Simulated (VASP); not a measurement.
# TaGeI (P4/nmm) in VASP: further runs, part 2 of 2

VASP 6.6.1.

### 5 Single point, PBE

This run uses another cell than the first one, of 23.90 Å³/atom, 0.956 times its volume.

INCAR reads:

```
  PREC = Accurate
  ENCUT = 520
  EDIFF = 1E-6
  ISMEAR = 0
  SIGMA = 0.1
  LREAL = F
  LASPH = T
  NELM = 100
  ALGO = Normal
  ISIF = 2
  LWAVE = F
  LCHARG = F
  GGA = PE
  NBANDS = 41
```

KPOINTS reads:

```
regular mesh
0
Gamma
  4 4 4
```

POSCAR reads:

```
TaGeI
1.0
    3.6483461051      0.0000000000      0.0000000000
    0.0000000000      3.6483461051      0.0000000000
    0.0000000000      0.0000000000     10.7721155155
Ta Ge I
2 2 2
Direct
    0.5000000000      0.0000000000      0.1828877056
    0.0000000000      0.5000000000      0.8171122944
    0.5000000000      0.5000000000      0.0000000000
    0.0000000000      0.0000000000      0.0000000000
    0.5000000000      0.0000000000      0.6750457870
    0.0000000000      0.5000000000      0.3249542130
```

Launch:

```sh
$ cat potpaw_PBE.64/Ta_pv/POTCAR potpaw_PBE.64/Ge_d/POTCAR potpaw_PBE.64/I/POTCAR > POTCAR
$ mpirun -np 1 vasp_std > vasp.out
```

Run time: 1.8 min. Hardware: 1 thread of Intel Xeon Platinum 8259CL at 2.50GHz (Skylake/Cascade Lake), shared host; peak memory 0.29 GiB.

It converged, with:

| Quantity | Value |
| --- | --- |
| Free energy | -34.9290 eV |
| Pressure | 0.1 GPa |
| Largest force | 0.016 eV/Å |
| Band gap on the k mesh | zero (band 32 reaches 6.85 eV, above the bottom of band 33 at 6.76 eV) |

Forces in eV/Å, atoms in the order of the input:
```
Ta   0.000  0.000  0.010
Ta   0.000  0.000 -0.010
Ge   0.000  0.000  0.000
Ge   0.000  0.000  0.000
I    0.000  0.000 -0.016
I    0.000  0.000  0.016
```

Stress tensor (GPa, compression positive):
```
0.08 0.00 0.00
0.00 0.08 0.00
0.00 0.00 0.19
```

Levels at points of the mesh, in eV from the Fermi level:
| k point | band 28 | band 29 | band 30 | band 31 | band 32 | band 33 | band 34 | band 35 | band 36 | band 37 |
| --- | --- | --- | --- | --- | --- | --- | --- | --- | --- | --- |
| (0.00, 0.00, 0.00) | -3.02 | -3.02 | -2.96 | -0.55 | -0.36 | 0.29 | 0.79 | 0.86 | 0.87 | 0.87 |
| (0.50, 0.00, 0.00) | -3.31 | -1.56 | -1.56 | -1.37 | -1.37 | 1.06 | 1.06 | 1.83 | 1.83 | 2.05 |
| (0.50, 0.50, 0.00) | -4.45 | -2.74 | -2.74 | -0.04 | -0.04 | 1.40 | 1.40 | 1.97 | 1.97 | 2.23 |
| (0.00, 0.00, 0.50) | -3.02 | -2.95 | -2.95 | -0.69 | 0.03 | 0.30 | 0.79 | 0.84 | 0.84 | 0.86 |
| (0.50, 0.00, 0.50) | -3.09 | -1.60 | -1.60 | -1.36 | -1.36 | 1.04 | 1.04 | 1.81 | 1.81 | 2.21 |
| (0.50, 0.50, 0.50) | -4.41 | -2.74 | -2.74 | -0.36 | -0.36 | 1.87 | 1.87 | 1.97 | 1.97 | 2.23 |

Caveat: the k points lie up to 0.43 Å⁻¹ apart; spin-orbit coupling is left out, which moves the levels of the heavy elements; this functional lacks dispersion, which binds the layers, so the pressure and a relaxed spacing across them are unreliable.

### 6 Relaxation of cell and atoms, PBE

This run uses another cell than the first one, of 23.94 Å³/atom, 0.957 times its volume.

INCAR reads:

```
SYSTEM = TaGeI
  PREC = Accurate
  ENCUT = 600
  EDIFF = 1E-7
  ISMEAR = 0
  SIGMA = 0.1
  LREAL = .False.
  LASPH = .True.
  NELM = 100
  ALGO = Normal
  ISIF = 3
  LWAVE = .False.
  LCHARG = .False.
  GGA = PE
  IBRION = 2
  NSW = 100
  EDIFFG = -0.01
```

KPOINTS reads:

```
regular mesh
0
Gamma
  10 10 4
  0 0 0
```

POSCAR reads:

```
TaGeI
1.0
    3.6409045606      0.0000000000      0.0000000000
    0.0000000000      3.6409045606      0.0000000000
    0.0000000000      0.0000000000     10.8345460624
Ta Ge I
2 2 2
Direct
    0.5000000000      0.0000000000      0.1826664254
    0.0000000000      0.5000000000      0.8173335746
    0.5000000000      0.5000000000      0.0000000000
    0.0000000000      0.0000000000      0.0000000000
    0.5000000000      0.0000000000      0.6755565618
    0.0000000000      0.5000000000      0.3244434382
```

Potentials or basis: VASP PAW PBE potentials, release 64 (Ta_pv, Ge_d, I).

Launch:

```sh
$ cat potpaw_PBE.64/Ta_pv/POTCAR potpaw_PBE.64/Ge_d/POTCAR potpaw_PBE.64/I/POTCAR > POTCAR
$ mpirun -np 1 vasp_std > vasp.out
```

Run time: 7.1 min. Hardware: 1 thread of Intel Xeon Platinum 8488C (Sapphire Rapids), shared host; peak memory 0.53 GiB.

The run converged. Its results:

```yaml
Free_energy: -34.9191 eV
Pressure_after_relaxing: 0.0 GPa
Band_gap_on_the_k_mesh: zero (band 32 reaches 7.11 eV, above the bottom of band 33 at 6.81 eV)
```

Forces in eV/Å, atoms in the order of the input:
```
Ta   0.000  0.000  0.000
Ta   0.000  0.000  0.000
Ge   0.000  0.000  0.000
Ge   0.000  0.000  0.000
I    0.000  0.000 -0.002
I    0.000  0.000  0.002
```

Final structure:
```
CELL_PARAMETERS angstrom
3.64090 0.00000 0.00000
0.00000 3.64090 0.00000
0.00000 0.00000 10.83455
ATOMIC_POSITIONS crystal
Ta 0.50000 0.00000 0.18267
Ta 0.00000 0.50000 0.81733
Ge 0.50000 0.50000 0.00000
Ge 0.00000 0.00000 0.00000
I 0.50000 0.00000 0.67556
I 0.00000 0.50000 0.32444
```

Levels at points of the mesh, in eV from the Fermi level:
```
           k point  band 28  band 29  band 30  band 31  band 32  band 33  band 34  band 35  band 36  band 37
(0.00, 0.00, 0.00)    -3.14    -3.13    -3.13    -0.65    -0.51     0.13     0.65     0.72     0.77     0.77
(0.50, 0.00, 0.00)    -3.46    -1.68    -1.68    -1.45    -1.45     0.92     0.92     1.72     1.72     1.93
(0.50, 0.50, 0.00)    -4.60    -2.87    -2.87    -0.18    -0.18     1.25     1.25     1.84     1.85     2.11
(0.00, 0.00, 0.50)    -3.17    -3.07    -3.07    -0.80    -0.10     0.14     0.65     0.72     0.74     0.74
(0.50, 0.00, 0.50)    -3.25    -1.72    -1.72    -1.45    -1.45     0.90     0.90     1.70     1.70     2.09
(0.50, 0.50, 0.50)    -4.56    -2.87    -2.87    -0.48    -0.48     1.70     1.70     1.84     1.84     2.14
```

Caveat: the relaxation stopped at its first step, so nothing moved; spin-orbit coupling is left out, which moves the levels of the heavy elements; this functional lacks dispersion, which binds the layers, so the pressure and a relaxed spacing across them are unreliable.

### 7 Relaxation of cell and atoms, PBE

INCAR reads:

```
PREC = Accurate
ENCUT = 600
EDIFF = 1E-6
ISMEAR = 0
SIGMA = 0.1
LREAL = False
LASPH = True
NELM = 100
ALGO = Normal
ISIF = 3
LWAVE = False
LCHARG = False
GGA = PE
IBRION = 2
NSW = 90
EDIFFG = -0.04
```

KPOINTS reads:

```
regular mesh
0
Gamma
  4 4 4
```

POSCAR reads:

```
TaGeI
1.0
    4.6561228600      0.0000000000      0.0000000000
    0.0000000000      4.6561228600      0.0000000000
    0.0000000000      0.0000000000      6.9199936200
Ta Ge I
2 2 2
Direct
    0.5000000000      0.0000000000      0.2582420100
    0.0000000000      0.5000000000      0.7417579900
    0.5000000000      0.5000000000      0.0000000000
    0.0000000000      0.0000000000      0.0000000000
    0.5000000000      0.0000000000      0.7222849700
    0.0000000000      0.5000000000      0.2777150300
```

Launch:

```sh
$ cat potpaw_PBE.64/Ta_pv/POTCAR potpaw_PBE.64/Ge_d/POTCAR potpaw_PBE.64/I/POTCAR > POTCAR
$ mpirun -np 1 vasp_std > vasp.out
```

Run time: 50 min. Hardware: 1 thread of Intel Xeon Platinum 8488C (Sapphire Rapids), shared host; peak memory 0.37 GiB.

It converged, with:

```
Free energy                            : -34.8892 eV
Relaxed volume                         : 23.31 Å³/atom
Relaxed cell                           : a = 3.660 Å, b = 3.660 Å, c = 10.439 Å, α = 90.00°, β = 90.00°, γ = 90.00°
Space group after relaxing (to 0.05 Å) : P4/nmm (No. 129)
Energy gained by relaxing              : 908.5 meV/atom
Ionic steps                            : 38
Pressure after relaxing                : -0.2 GPa
Largest force after relaxing           : 0.013 eV/Å
Band gap on the k mesh                 : zero (band 32 reaches 7.13 eV, above the bottom of band 33 at 7.03 eV)
```

Forces on the atoms (eV/Å):
```
Ta   0.000  0.000 -0.011
Ta   0.000  0.000  0.011
Ge   0.000  0.000  0.000
Ge   0.000  0.000  0.000
I    0.000  0.000  0.013
I    0.000  0.000 -0.013
```

Stress tensor (GPa, compression positive):
```
-0.19  0.00  0.00
 0.00 -0.19  0.00
 0.00  0.00 -0.07
```

Step by step:
```
step  energy change (eV)  largest force (eV/Å)  pressure (GPa)  volume (Å³)
   1              0.0000                2.8816           -4.73       150.02
   2             -1.0269                2.7823            2.49       134.56
   3             -1.1943                2.7518            9.86       125.39
   4             -1.7472                2.3737            9.28       125.43
   5             -2.8586                0.6776            8.94       125.43
   6             -2.9157                0.9428            9.73       125.36
   7             -3.3938                0.7651            0.68       136.07
   8             -3.4111                0.8099           -1.32       139.37
   9             -3.4115                0.8040           -1.14       138.99
  10             -3.4639                0.5134           -0.55       138.09
  11             -3.5349                0.4140            1.84       135.33
  12             -3.5737                0.4684            1.38       136.04
  13             -3.7028                0.5479            0.20       138.08
  14             -4.0461                0.4757           -1.58       141.74
  15             -4.8029                0.6076           -3.44       147.44
  16             -4.9156                1.7811           -1.23       152.88
  17             -5.1231                1.2807           -2.29       150.68
  18             -5.1494                1.4167           -2.05       151.38
  19             -5.2356                1.0728           -2.32       151.05
  20             -5.2420                0.9746           -2.35       150.93
  21             -5.3342                0.9271           -0.92       147.78
  22             -5.3907                0.7965            1.79       142.88
  23             -5.4272                0.1484            0.43       143.97
  24             -5.4287                0.0926            0.09       144.25
  25             -5.4310                0.0863           -0.02       144.42
  26             -5.4327                0.0790           -0.13       144.63
  27             -5.4331                0.0868           -0.34       145.02
  28             -5.4335                0.0700           -0.27       144.86
  29             -5.4349                0.1017            0.00       144.30
  30             -5.4357                0.1448            0.33       143.59
  31             -5.4364                0.1337            0.27       143.50
  32             -5.4384                0.1181            0.27       143.23
  33             -5.4417                0.1228            0.19       142.70
  34             -5.4455                0.1327            0.02       141.63
  35             -5.4418                0.3311           -0.17       139.49
  36             -5.4460                0.1494            0.03       141.06
  37             -5.4486                0.1122           -0.06       140.74
  38             -5.4513                0.0134           -0.15       139.83
```

Final structure:
```cif
data_structure
_symmetry_space_group_name_H-M 'P 1'
_symmetry_Int_Tables_number 1
_cell_length_a 3.6599
_cell_length_b 3.6599
_cell_length_c 10.4394
_cell_angle_alpha 90.000
_cell_angle_beta 90.000
_cell_angle_gamma 90.000
_cell_volume 139.83
loop_
_atom_site_label
_atom_site_type_symbol
_atom_site_fract_x
_atom_site_fract_y
_atom_site_fract_z
_atom_site_occupancy
Ta1 Ta 0.50000 0.00000 0.18819 1
Ta2 Ta 0.00000 0.50000 0.81181 1
Ge1 Ge 0.50000 0.50000 0.00000 1
Ge2 Ge 0.00000 0.00000 0.00000 1
I1 I 0.50000 0.00000 0.66592 1
I2 I 0.00000 0.50000 0.33408 1
```

Levels at points of the mesh, in eV from the Fermi level:
| k point | band 30 | band 31 | band 32 | band 33 | band 34 | band 35 |
| --- | --- | --- | --- | --- | --- | --- |
| (0.00, 0.00, 0.00) | -2.80 | -0.55 | -0.30 | 0.28 | 0.76 | 0.83 |
| (0.50, 0.00, 0.00) | -1.53 | -1.39 | -1.39 | 1.06 | 1.06 | 1.79 |
| (0.50, 0.50, 0.00) | -2.73 | 0.04 | 0.04 | 1.34 | 1.34 | 1.93 |
| (0.00, 0.00, 0.50) | -2.96 | -0.65 | 0.02 | 0.30 | 0.76 | 0.81 |
| (0.50, 0.00, 0.50) | -1.58 | -1.38 | -1.38 | 1.01 | 1.01 | 1.76 |
| (0.50, 0.50, 0.50) | -2.73 | -0.43 | -0.43 | 1.93 | 1.93 | 1.97 |

Caveat: spin-orbit coupling is left out, which moves the levels of the heavy elements; this functional lacks dispersion, which binds the layers, so the pressure and a relaxed spacing across them are unreliable.

### 8 Overview

| task | cell | k mesh | cutoff (eV) | gap on the mesh (eV) | pressure (GPa) | relaxed volume (Å³/atom) | largest force (eV/Å) |
| --- | --- | --- | --- | --- | --- | --- | --- |
| single point | a = 4.656, b = 4.656, c = 6.920 Å, 6 atoms | 4 × 4 × 4 | 520 | none | -4.7 | - | 2.88 |
| single point | a = 3.641, b = 3.641, c = 10.835 Å, 6 atoms | 6 × 6 × 2 | 520 | none | 0.0 | - | - |
| relaxation of cell and atoms | relaxed from a = 3.648, b = 3.648, c = 10.772 Å, 6 atoms | 6 × 6 × 2 | 600 | none | -0.2 | 23.94 | 0.02 |
| single point | a = 3.648, b = 3.648, c = 10.772 Å, 6 atoms | 4 × 4 × 4 | 520 | none | 0.1 | - | 0.02 |
| relaxation of cell and atoms | relaxed from a = 3.641, b = 3.641, c = 10.835 Å, 6 atoms | 10 × 10 × 4 | 600 | none | 0.0 | - | - |
| relaxation of cell and atoms | relaxed from a = 4.656, b = 4.656, c = 6.920 Å, 6 atoms | 4 × 4 × 4 | 600 | none | -0.2 | 23.31 | 0.01 |

Alike in all rows: level PBE; potentials or basis VASP PAW PBE potentials, release 64 (Ta_pv, Ge_d, I); no spin polarisation; smearing gaussian 0.1 eV.

Caveats: some runs use coarse meshes; spin-orbit coupling is left out, which moves the levels of the heavy elements; this functional lacks dispersion, which binds the layers, so the pressure and a relaxed spacing across them are unreliable (some runs); forces of over 1 eV/Å act on the atoms, so gaps and moduli don't describe the material at rest (some runs); the relaxation stopped at its first step, so nothing moved (some runs).

Absolute energies hang on the potentials; compare differences alone.
